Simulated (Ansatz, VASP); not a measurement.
BN: VASP beside Ansatz

Contents of INCAR:

```
ALGO     = Normal         # electronic algorithm
EDIFF    = 1E-6           # SCF threshold, eV
ENCUT    = 520            # plane-wave cutoff, eV
GGA      = PE             # functional
ISIF     = 2              # what is computed and relaxed
ISMEAR   = 0              # smearing method
IVDW     = 12             # dispersion correction
LASPH    = True           # aspherical terms in the spheres
LCHARG   = False          # write CHGCAR
LREAL    = False          # projectors in reciprocal space
LWAVE    = False          # write WAVECAR
NBANDS   = 11             # bands
NELM     = 100            # most SCF steps
PREC     = Accurate       # precision mode
SIGMA    = 0.05           # smearing width, eV
```

KPOINTS

```
k-points
0
Gamma
  12 12 12
```

POSCAR

```
BN
1.0
    0.0000000000      3.4336012295      2.0515610543
    1.2891804159      0.0000000000      2.0515610543
    1.2891804159      3.4336012295      0.0000000000
B N
1 1
Direct
    0.0001068737      0.0001068737      0.9998931263
    0.6665931163      0.6665931163      0.3334068837
```

Input for Ansatz:

```yaml
crystal:
  lattice:
    - [0.0, 3.4336012295, 2.0515610543]
    - [1.2891804159, 0.0, 2.0515610543]
    - [1.2891804159, 3.4336012295, 0.0]
  atoms:
    - { symbol: B, position: [0.0001068737, 0.0001068737, 0.9998931263] }
    - { symbol: "N", position: [0.6665931163, 0.6665931163, 0.3334068837] }
basis:
  ecutwfc: 420
kpoints:
  mp_grid: { grid: [12, 12, 12] }
hamiltonian:
  xc: pbe
  dispersion: d3bj
scf:
  occupations: { method: gaussian, width: 0.05 }
output:
  forces: true
  stress: true
  eigenvalues: true
```

Alike in both runs: task single point; functional PBE; dispersion D3(BJ); k mesh 12 × 12 × 12; occupations gaussian, width 0.05 eV; no spin polarisation.

|  | VASP | Ansatz |
| --- | --- | --- |
| version | VASP 6.6.1 | Ansatz 0.2.0 |
| potentials or method | VASP PAW PBE potentials, release 64 (B, N), cutoff 520 eV | scalar-relativistic, plane waves, PAW |
| valence electrons in the cell | 8 | 8 |

```tsv
	VASP	Ansatz	Ansatz less VASP
gap on the k mesh at the Fermi level (eV)	3.97	3.98	+0.008
least direct gap on the mesh (eV)	4.65	4.66	+0.003
pressure (GPa)	11.7	11.6	-0.07
traceless stress, the component that is largest in VASP (GPa)	39.25	39.07	-0.176
rms of the force components (eV/Å)	0.898	0.899	+0.0016
```

Atom by atom the forces differ by 0.002 eV/Å (rms over components).
